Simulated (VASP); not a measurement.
**ReAg2Br6: single point with PBE+U**

ReAg2Br6:

```
CELL_PARAMETERS angstrom
6.85930 0.00000 0.00000
-3.42965 5.94033 0.00000
-3.42965 1.98011 5.81965
ATOMIC_POSITIONS crystal
Re 0.50000 0.50000 0.50010
Ag 0.76570 0.23430 0.29700
Ag 0.23430 0.76570 0.70300
Br 0.37217 0.26833 0.25641
Br 0.73167 0.84743 0.25641
Br 0.15257 0.62783 0.25641
Br 0.62783 0.73167 0.74359
Br 0.26833 0.15257 0.74359
Br 0.84743 0.37217 0.74359
```

| Item | Value |
| --- | --- |
| Program | VASP 6.6.1 |
| Task | single point |
| Functional | PBE |
| Potentials or basis | VASP PAW PBE potentials, release 64 (Re, Ag, Br) |
| Cutoff | 600 eV |
| k mesh | 3 × 3 × 3 |
| Occupations | gaussian, width 0.2243 eV |
| Spin | no spin polarisation |
| Hubbard terms | Br p U = 1.62 eV |
| Dipole correction | no |
| Further INCAR settings | ALGO = Normal; EDIFF = 1e-06; NBANDS = 46 |

| Item | Value |
| --- | --- |
| Pressure | 3.1 GPa |
| Largest force | 0.662 eV/Å |
| Band gap on the k mesh | zero (an odd number of electrons rules out a gap without spin polarisation) |

Forces on the atoms (eV/Å):
```
Re   0.006 -0.004 -0.011
Ag  -0.001  0.001 -0.010
Ag   0.001 -0.001  0.010
Br   0.287 -0.487 -0.327
Br   0.280  0.493 -0.328
Br  -0.569 -0.004 -0.329
Br  -0.290  0.494  0.332
Br  -0.283 -0.495  0.332
Br   0.569  0.004  0.330
```

Stress tensor (GPa, compression positive):
```
2.95 0.00 0.00
0.00 2.96 0.00
0.00 0.00 3.29
```

Levels at points of the mesh, in eV from the Fermi level:
```csv
k point,band 33,band 34,band 35,band 36,band 37,band 38
"(0.00, 0.00, 0.00)",-1.19,-1.19,-0.44,-0.12,-0.12,2.00
```

Run time: 3.2 min on 1 thread of Intel(R) Xeon(R) Platinum 8488C (Sapphire Rapids), with other jobs on the host, peak memory 0.52 GiB.

Caveat: the k points lie up to 0.37 Å⁻¹ apart, too coarse for converged energies and pressures of a metal; spin-orbit coupling is left out, which moves the levels of the heavy elements; an odd number of electrons without spin polarisation forces a metal; a magnetic or distorted state may lie lower; U without spin polarisation on a metal has little footing.
